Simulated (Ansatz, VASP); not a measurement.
## Two plane-wave programs on Mg5ZnS6

```xyz
12
Lattice="3.6845 0.0000 0.0000 0.0000 3.6845 0.0000 0.0000 0.0000 15.6282" Properties=species:S:1:pos:R:3 pbc="T T T"
Mg    1.8423    1.8423    2.5684
Mg    0.0000    0.0000    5.1943
Mg    1.8423    1.8423    7.8141
Mg    0.0000    0.0000   10.4338
Mg    1.8423    1.8423   13.0597
Zn    0.0000    0.0000    0.0000
S     0.0000    0.0000    2.5592
S     1.8423    1.8423    5.1936
S     0.0000    0.0000    7.8141
S     1.8423    1.8423   10.4346
S     0.0000    0.0000   13.0690
S     1.8423    1.8423    0.0000
```

Alike in both runs: task single point; functional PBE; k mesh 6 × 6 × 1; occupations gaussian, width 0.1 eV; no spin polarisation.

```csv
,VASP,Ansatz
version,VASP 6.6.1,Ansatz 0.2.0
potentials or method,"VASP PAW PBE potentials, release 64 (Mg, Zn, S), cutoff 520 eV","scalar-relativistic, plane waves, PAW"
valence electrons in the cell,58,98
```

|  | VASP | Ansatz | Ansatz less VASP |
| --- | --- | --- | --- |
| gap on the k mesh at the Fermi level (eV) | 1.25 | 1.26 | +0.007 |
| least direct gap on the mesh (eV) | 1.75 | 1.76 | +0.009 |
| pressure (GPa) | -0.2 | 0.0 | +0.23 |
| rms of the force components (eV/Å) | 0.003 | 0.001 | -0.0022 |

Atom by atom the forces differ by 0.004 eV/Å (rms over components). VASP's potentials hold 58 valence electrons a cell and Ansatz's 98, so a difference there can come from the potentials and not from the codes.
